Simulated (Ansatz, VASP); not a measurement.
**Ir: VASP beside Ansatz**

```xyz
1
Lattice="0.0000 1.9155 1.9155 1.9155 0.0000 1.9155 1.9155 1.9155 0.0000" Properties=species:S:1:pos:R:3 pbc="T T T"
Ir    0.0000    0.0000    0.0000
```

Alike in both runs: task single point; functional PBEsol; k mesh 23 × 23 × 23; occupations fermi-dirac, width 0.05 eV; collinear spin.

```csv
,VASP,Ansatz
version,VASP 6.6.1,Ansatz 0.2.0
potentials or method,"VASP PAW PBE potentials, release 64 (Ir), cutoff 520 eV","plane waves (420 eV) with PAW, scalar-relativistic"
valence electrons in the cell,9,17
```

|  | VASP | Ansatz | Ansatz less VASP |
| --- | --- | --- | --- |
| net moment per atom (μB) | 0.00 | 0.00 | 0.000 |

VASP's potentials were made for PBE, not for PBEsol, and Ansatz warns of the same on its side. The functional is the same, so the differences come from potentials, cutoffs and numerics. VASP's potentials hold 9 valence electrons a cell and Ansatz's 17, so a difference there can come from the potentials and not from the codes. Ansatz's warnings: seeded moment not kept.

Spin-orbit coupling is off throughout.
